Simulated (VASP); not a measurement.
Wanted: the native input for a VASP 6.6.1 run.

| Property | Result |
| --- | --- |
| Task | single point |
| Functional | PBEsol |
| Potentials or basis | VASP PAW PBE potentials, release 64 (W_sv, S) |
| Cutoff | 520 eV |
| k mesh | 6 × 6 × 6 |
| Occupations | fermi-dirac, width 0.03 eV |
| Spin | no spin polarisation |
| Dipole correction | no |
| Further INCAR settings | ALGO = Normal; EDIFF = 1e-06; NBANDS = 20 |

The structure of WS2 lies in POSCAR:

```
WS2
1.0
    0.0000000000      2.9018900727      2.9018900727
    2.9018900727      0.0000000000      2.9018900727
    2.9018900727      2.9018900727      0.0000000000
W S
1 2
Direct
    0.0000000000      0.0000000000      0.0000000000
    0.7500000000      0.7500000000      0.7500000000
    0.2500000000      0.2500000000      0.2500000000
```

These files were run (other wordings do the same):

INCAR

```
SYSTEM = WS2
PREC = Accurate ; ENCUT = 520
EDIFF = 1E-6 ; ISMEAR = -1
SIGMA = 0.03 ; LREAL = .False.
LASPH = .True. ; NELM = 80
ALGO = Normal ; ISIF = 2
LWAVE = .False. ; LCHARG = .False.
GGA = PS ; NBANDS = 20
```

KPOINTS

```
regular mesh
0
Gamma
  6 6 6
  0 0 0
```

Potentials or basis: VASP PAW PBE potentials, release 64 (W_sv, S).

Launch:

```console
$ cat potpaw_PBE.64/W_sv/POTCAR potpaw_PBE.64/S/POTCAR > POTCAR
$ mpirun -np 1 vasp_std > vasp.out
```

Results of the run:

| Item | Value |
| --- | --- |
| Pressure | 0.3 GPa |
| Band gap on the k mesh | zero (band 13 reaches 8.94 eV, above the bottom of band 14 at 7.82 eV) |

Caveat: the PAW data sets were made with another functional, which shifts forces and pressure a little; spin-orbit coupling is left out, which moves the levels of the heavy elements.

It took 15 s on 1 thread of Intel Xeon 8259CL (shared host), peak memory 0.18 GiB.
